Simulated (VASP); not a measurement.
Set up this calculation in VASP 6.6.1, as the native input.

- Task: single point
- Functional: PBE
- Potentials or basis: VASP PAW PBE potentials, release 64 (Se, Li_sv)
- Cutoff: 750 eV
- k mesh: 6 × 6 × 6
- Occupations: gaussian, width 0.01 eV
- Spin: no spin polarisation
- Dipole correction: no
- Further INCAR settings: ALGO = Normal; EDIFF = 1e-06; NBANDS = 13

The structure of Li2Se lies in POSCAR:

```
Li2Se
1.0
    0.0000000000      2.9730928132      2.9730928132
    2.9730928132      0.0000000000      2.9730928132
    2.9730928132      2.9730928132      0.0000000000
Se Li
1 2
Direct
    0.0000000000      0.0000000000      0.0000000000
    0.2500000000      0.2500000000      0.2500000000
    0.7500000000      0.7500000000      0.7500000000
```

This cell differs from its parent crystal: volume changed by -3%.

One way to write it, as run:

INCAR

```
PREC = Accurate
ENCUT = 750
EDIFF = 1E-6
ISMEAR = 0
SIGMA = 0.01
LREAL = False
LASPH = True
NELM = 120
ALGO = Normal
ISIF = 2
LWAVE = False
LCHARG = False
GGA = PE
NBANDS = 13
GGA_COMPAT = False
```

KPOINTS

```
Automatic mesh
0
Gamma
  6 6 6
```

Potentials or basis: VASP PAW PBE potentials, release 64 (Se, Li_sv).

Command:

```sh
$ cat potpaw_PBE.64/Se/POTCAR potpaw_PBE.64/Li_sv/POTCAR > POTCAR
$ mpirun -np 1 vasp_std > vasp.out
```

It gave:

The pressure is 1.0 GPa and the band gap on the k mesh is 2.95 eV, indirect (least direct gap 3.51 eV).

Run time: 16 s on 1 thread of Intel(R) Xeon(R) Platinum 8559C (Emerald Rapids), on a shared host, peak memory 0.24 GiB.
